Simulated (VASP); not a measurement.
# Zr (P6_3/mmc) in VASP: single point with r2SCAN

Aim: the single point of Zr with r2SCAN.

All numbers are computed with VASP 6.6.1; they aren't measurements. Logs are shortened: lines on timing, memory, paths and dates and some standing lists are left out, and cuts for length are marked.

## Step 1: The cell of the first run

Symmetry: P6_3/mmc, No. 194, hexagonal system. Conventional cell: a = 3.248 Å, b = 3.248 Å, c = 5.150 Å, α = 90.00°, β = 90.00°, γ = 120.00°. Zr (site symmetry -6m2) has 12 Zr at 3.19 to 3.25 Å within 4.2 Å.

## Step 2: Single point, r2SCAN

The input, POSCAR:

```
Zr
1.0
    3.2475250757      0.0000000000      0.0000000000
   -1.6237625378      2.8124392150      0.0000000000
    0.0000000000      0.0000000000      5.1500507532
Zr
2
Direct
    0.3333333333      0.6666666667      0.7500000000
    0.6666666667      0.3333333333      0.2500000000
```

The input, INCAR.step1:

```
  PREC = Accurate
  ENCUT = 520
  ISMEAR = 0
  SIGMA = 0.05
  LREAL = F
  LASPH = T
  NELM = 80
  NBANDS = 19
  GGA = PE
  ALGO = Normal
  EDIFF = 1E-4
  LWAVE = T
  LCHARG = F
```

The input, INCAR.step2:

```
  PREC = Accurate
  ENCUT = 520
  EDIFF = 1E-7
  ISMEAR = 0
  SIGMA = 0.05
  LREAL = F
  LASPH = T
  NELM = 80
  ALGO = Normal
  ISIF = 2
  LWAVE = F
  LCHARG = F
  METAGGA = R2SCAN
  LMIXTAU = T
  NBANDS = 19
  ISTART = 1
```

The input, KPOINTS:

```
regular mesh
0
Gamma
  14 14 8
```

Potentials or basis: VASP PAW PBE potentials, release 64 (Zr_sv).

Started as:

```console
> cat potpaw_PBE.64/Zr_sv/POTCAR > POTCAR
> cp INCAR.step1 INCAR
> mpirun -np 1 vasp_std > vasp.out
> cp INCAR.step2 INCAR
> mpirun -np 1 vasp_std > vasp.out
```

OUTCAR:

```text
PREC = Accurate
   ENCUT = 520
   EDIFF = 1E-7
   ISMEAR = 0
   LREAL = F
   LASPH = T
   NELM = 80
   ISIF = 2
   METAGGA = R2SCAN
   ISTART = 1

 ion  position               nearest neighbor table
   1  0.333  0.667  0.750-   2 3.19   2 3.19   2 3.19   2 3.19   2 3.19   2 3.19
   2  0.667  0.333  0.250-   1 3.19   1 3.19   1 3.19   1 3.19   1 3.19   1 3.19

  LATTYP: Found a hexagonal cell.
 ALAT       =     3.2475250757
 C/A-ratio  =     1.5858386412

  Lattice vectors:

 A1 = (   3.2475250757,   0.0000000000,   0.0000000000)
 A2 = (  -1.6237625378,   2.8124392150,   0.0000000000)
 A3 = (   0.0000000000,   0.0000000000,   5.1500507532)

Analysis of symmetry for initial positions (statically):
=====================================================================
 Subroutine PRICEL returns:
 Original cell was already a primitive cell.

 Routine SETGRP: Setting up the symmetry group for a
 hexagonal supercell.

 Subroutine GETGRP returns: Found 24 space group operations
 (whereof 12 operations were pure point group operations)
 out of a pool of 24 trial point group operations.

The static configuration has the point symmetry D_3d.
 The point group associated with its full space group is D_6h.

Analysis of symmetry for dynamics (positions and initial velocities):
=====================================================================
 Subroutine PRICEL returns:
 Original cell was already a primitive cell.

 Routine SETGRP: Setting up the symmetry group for a
 hexagonal supercell.

 Subroutine GETGRP returns: Found 24 space group operations
 (whereof 12 operations were pure point group operations)
 out of a pool of 24 trial point group operations.

The dynamic configuration has the point symmetry D_3d.
 The point group associated with its full space group is D_6h.

 Subroutine INISYM returns: Found 24 space group operations
 (whereof 12 operations are pure point group operations),
 and found     1 'primitive' translations

----------------------------------------------------------------------------------------

                                     Primitive cell

  volume of cell :      47.0378

  direct lattice vectors                    reciprocal lattice vectors
     3.247525076  0.000000000  0.000000000     0.307926799  0.177781620  0.000000000
    -1.623762538  2.812439215  0.000000000     0.000000000  0.355563240  0.000000000
     0.000000000  0.000000000  5.150050753     0.000000000  0.000000000  0.194172844

  length of vectors
     3.247525076  3.247525076  5.150050753     0.355563240  0.355563240  0.194172844

  position of ions in fractional coordinates (direct lattice)
     0.333333333  0.666666667  0.750000000
     0.666666667  0.333333333  0.250000000

  ion indices of the primitive-cell ions
   primitive index   ion index
                 1           1
                 2           2

----------------------------------------------------------------------------------------

 KPOINTS: regular mesh

Automatic generation of k-mesh.
 Grid dimensions read from file:
 generate k-points for:   14   14    8

 Generating k-lattice:

  Cartesian coordinates                     Fractional coordinates (reciprocal lattice)
     0.021994771  0.012698687  0.000000000     0.071428571  0.000000000  0.000000000
     0.000000000  0.025397374  0.000000000     0.000000000  0.071428571  0.000000000
     0.000000000  0.000000000  0.024271605     0.000000000  0.000000000  0.125000000

  Length of vectors
     0.025397374  0.025397374  0.024271605

  Shift w.r.t. Gamma in fractional coordinates (k-lattice)
     0.000000000  0.000000000  0.000000000

 Subroutine IBZKPT returns following result:
 ===========================================

 Found    120 irreducible k-points:

 Following reciprocal coordinates:
            Coordinates               Weight
  0.000000  0.000000  0.000000      1.000000
  0.071429  0.000000  0.000000      6.000000
  0.142857  0.000000  0.000000      6.000000
  0.214286  0.000000  0.000000      6.000000
  0.285714  0.000000  0.000000      6.000000
  0.357143  0.000000  0.000000      6.000000
[... 16 lines left out ...]
  0.285714  0.285714  0.000000      6.000000
  0.357143  0.285714  0.000000      6.000000
 [... further k-points ...]
   k-points           NKPTS =    120   k-points in BZ     NKDIM =    120   number of bands    NBANDS=     19
   number of dos      NEDOS =    301   number of ions     NIONS =      2
   total plane-waves  NPLWV =  23040
   dimension x,y,z NGX =    24 NGY =   24 NGZ =   40
   dimension x,y,z NGXF=    48 NGYF=   48 NGZF=   80
   ions per type =               2
   NGX,Y,Z   is equivalent  to a cutoff of  12.29, 12.29, 12.91 a.u.
   NGXF,Y,Z  is equivalent  to a cutoff of  24.57, 24.57, 25.82 a.u.
 SYSTEM =  unknown system
   PREC   = accura    normal or accurate (medium, high low for compatibility)
   ISTART =      1    job   : 0-new  1-cont  2-samecut
   ICHARG =      0    charge: 1-file 2-atom 10-const
   ISPIN  =      1    spin polarized calculation?
   LNONCOLLINEAR =      F non collinear calculations
   LSORBIT =      F    spin-orbit coupling
   LASPH  =      T    aspherical Exc in radial PAW
   ENCUT  =  520.0 eV  38.22 Ry    6.18 a.u.   6.04  6.04  9.58*2*pi/ulx,y,z
   NELM   =     80;   NELMIN=  2; NELMDL=  0     # of ELM steps
   EDIFF  = 0.1E-06   stopping-criterion for ELM
   LREAL  =      F    real-space projection
   EDIFFG = 0.1E-05   stopping-criterion for IOM
   NSW    =      0    number of steps for IOM
   IBRION =     -1    ionic relax: 0-MD 1-quasi-New 2-CG
   NFREE  =      0    steps in history (QN), initial steepest desc. (CG)
   ISIF   =      2    stress and relaxation
   ISYM   =      2    0-nonsym 1-usesym 2-fastsym
   POTIM  = 0.5000    time-step for ionic-motion
   TEBEG  =    0.0;   TEEND  =   0.0 temperature during run
   PSTRESS=    0.0 pullay stress
   NELECT =      24.0000    total number of electrons
   NUPDOWN=      -1.0000    fix difference up-down
   EMIN   =  10.00;   EMAX   =-10.00  energy-range for DOS
   EFERMI =   0.00;   METHOD = LEGACY
   ISMEAR =     0;   SIGMA  =   0.05  broadening in eV -4-tet -1-fermi 0-gaus
   EFERMI_NEDOS =   21; number of points for ismear=-14 and -15
   IALGO  =     38    algorithm
   IMIX   =      4    mixing-type and parameters
     AMIX     =   0.40;   BMIX     =  1.00
     AMIX_MAG =   1.60;   BMIX_MAG =  1.00
  volume/ion in A,a.u.               =      23.52       158.71
  Fermi-wavevector in a.u.,A,eV,Ry     =   1.308166  2.472075 23.283627  1.711298
  Thomas-Fermi vector in A             =   2.438851
   LORBIT       =      0    0 simple, 1 ext, 2 COOP (PROOUT), +10 PAW based schemes
   METAGGA = R2SCAN    functional components
   LHFCALC =     F    Hartree Fock is set to
   AEXX    =    0.0000 exact exchange contribution
   IVDW    =     0    specifies the selected vdW correction
   LEPSILON=     F    determine dielectric tensor
   LRPA    =     F    only Hartree local field effects (RPA)
 non-spin polarized calculation
 Gauss-broadening in eV      SIGMA  =   0.05
  energy-cutoff  :      520.00
  volume of cell :       47.04
 maximum number of plane-waves:      1289
   NGX = 13   NGY = 13   NGZ = 19

 number of electron      24.0000000 magnetization

 Free energy of the ion-electron system (eV)
  ---------------------------------------------------
  ext. energy  EPLUGINS =         0.00000000
  ---------------------------------------------------
  free energy    TOTEN  =       -45.50345557 eV

  energy without entropy =      -45.50183685  energy(sigma->0) =      -45.50264621

 E-fermi :   8.9606     XC(G=0): -11.8993

 val. band max:        8.9553742640   @ k =   0.0714   0.0000   0.2500
 cond. band min:       8.9621467688   @ k =   0.4286   0.1429   0.3750
 fundamental gap:      0.0067725048
 Fermi energy:         8.9606182445

 k-point     1 :       0.0000    0.0000    0.0000
  band No.  band energies     occupation
      1     -41.6532      2.00000
      2     -41.4907      2.00000
      3     -19.4996      2.00000
      4     -18.6059      2.00000
      5     -18.6059      2.00000
      6     -18.4660      2.00000
[... 11 lines left out ...]
     18      11.2674      0.00000
     19      13.5900      0.00000

 k-point     2 :       0.0714    0.0000    0.0000
  band No.  band energies     occupation
      1     -41.6472      2.00000
      2     -41.4883      2.00000
      3     -19.4836      2.00000
      4     -18.6407      2.00000
      5     -18.6175      2.00000
      6     -18.4984      2.00000
[... 11 lines left out ...]
     18      11.1340      0.00000
     19      13.6896      0.00000

 k-point     3 :       0.1429    0.0000    0.0000
  band No.  band energies     occupation
      1     -41.6302      2.00000
      2     -41.4818      2.00000
      3     -19.4370      2.00000
      4     -18.7385      2.00000
      5     -18.6489      2.00000
      6     -18.5978      2.00000
[... 11 lines left out ...]
     18      11.1388      0.00000
     19      13.9109      0.00000

 k-point     4 :       0.2143    0.0000    0.0000
  band No.  band energies     occupation
      1     -41.6047      2.00000
      2     -41.4731      2.00000
      3     -19.3646      2.00000
      4     -18.8799      2.00000
      5     -18.7363      2.00000
      6     -18.6925      2.00000
[... 11 lines left out ...]
     18      11.7263      0.00000
     19      14.1380      0.00000

 k-point     5 :       0.2857    0.0000    0.0000
  band No.  band energies     occupation
      1     -41.5748      2.00000
      2     -41.4649      2.00000
      3     -19.2742      2.00000
      4     -19.0366      2.00000
      5     -18.8836      2.00000
      6     -18.7389      2.00000
[... 11 lines left out ...]
     18      12.4757      0.00000
     19      14.3131      0.00000
[... 334 lines left out ...]
      2     -41.4594      2.00000
      3     -19.1742      2.00000
      4     -19.0742      2.00000
      5     -19.0598      2.00000
      6     -18.8794      2.00000
[... 11 lines left out ...]
     18      14.0625      0.00000
     19      15.0018      0.00000

 k-point    22 :       0.3571    0.2143    0.0000
  band No.  band energies     occupation
      1     -41.4967      2.00000
      2     -41.4631      2.00000
      3     -19.2189      2.00000
      4     -19.0598      2.00000
      5     -18.9879      2.00000
      6     -18.9461      2.00000
[... 11 lines left out ...]
     18      14.0414      0.00000
     19      15.5268      0.00000

 k-point    23 :       0.2857    0.2857    0.0000
  band No.  band energies     occupation
      1     -41.4939      2.00000
      2     -41.4640      2.00000
      3     -19.1809      2.00000
      4     -19.0661      2.00000
      5     -18.9753      2.00000
      6     -18.9503      2.00000
[... 11 lines left out ...]
     18      13.9700      0.00000
     19      15.5882      0.00000

 k-point    24 :       0.3571    0.2857    0.0000
  band No.  band energies     occupation
      1     -41.4829      2.00000
      2     -41.4697      2.00000
      3     -19.1822      2.00000
      4     -19.0205      2.00000
      5     -19.0147      2.00000
      6     -18.9196      2.00000
[... 11 lines left out ...]
     18      13.9364      0.00000
     19      15.6063      0.00000

 [... further k-points ...]
[... 5 lines left out ...]
  --------------------------------------------------------------------------------------
  -------------------------------------------------------------------------------------
  Total        0.0033141      0.0033141      0.0095803      0.0000000      0.0000000      0.0000000
  in kB        0.1128833      0.1128833      0.3263197      0.0000000      0.0000000      0.0000000
  external PRESSURE =       0.1840288 kB  Pullay stress =       0.0000000 kB

 VOLUME and BASIS-vectors are now :
 -----------------------------------------------------------------------------
  energy-cutoff  :      520.00
  volume of cell :       47.04
      direct lattice vectors                 reciprocal lattice vectors
     3.247525076  0.000000000  0.000000000     0.307926799  0.177781620  0.000000000
    -1.623762538  2.812439215  0.000000000     0.000000000  0.355563240  0.000000000
     0.000000000  0.000000000  5.150050753     0.000000000  0.000000000  0.194172844

 POSITION                                       TOTAL-FORCE (eV/Angst)
 -----------------------------------------------------------------------------------
     -0.00000      1.87496      3.86254        -0.000000     -0.000000      0.000000
      1.62376      0.93748      1.28751         0.000000      0.000000      0.000000
 -----------------------------------------------------------------------------------
    total drift:                               -0.000000      0.000000     -0.000000

  FREE ENERGIE OF THE ION-ELECTRON SYSTEM (eV)
  ---------------------------------------------------
  free  energy   TOTEN  =       -45.5034555677 eV

  energy  without entropy=      -45.5018368507  energy(sigma->0) =      -45.50264621
```

It used 420 s of CPU time on 1 thread of AMD EPYC 7R13 Processor (Zen 3), with other jobs on the host.

What came out:

* Free energy: -45.5035 eV
* Pressure: 0.0 GPa
* Band gap on the k mesh: zero (band 12 reaches 9.89 eV, above the bottom of band 13 at 8.66 eV)

Levels at points of the mesh, in eV from the Fermi level:
| k point | band 10 | band 11 | band 12 | band 13 | band 14 | band 15 |
| --- | --- | --- | --- | --- | --- | --- |
| (0.00, 0.00, 0.00) | -3.20 | 0.93 | 0.93 | 0.99 | 1.14 | 1.68 |
| (0.50, 0.00, 0.00) | -2.67 | -2.25 | -0.44 | 0.63 | 0.83 | 1.56 |
| (0.00, 0.00, 0.50) | -4.23 | 0.01 | 0.01 | 0.84 | 0.84 | 0.84 |
| (0.50, 0.00, 0.50) | -3.01 | -1.09 | -1.09 | 1.51 | 1.51 | 2.35 |

Caveat: the PAW data sets were made with another functional, which shifts forces and pressure a little.
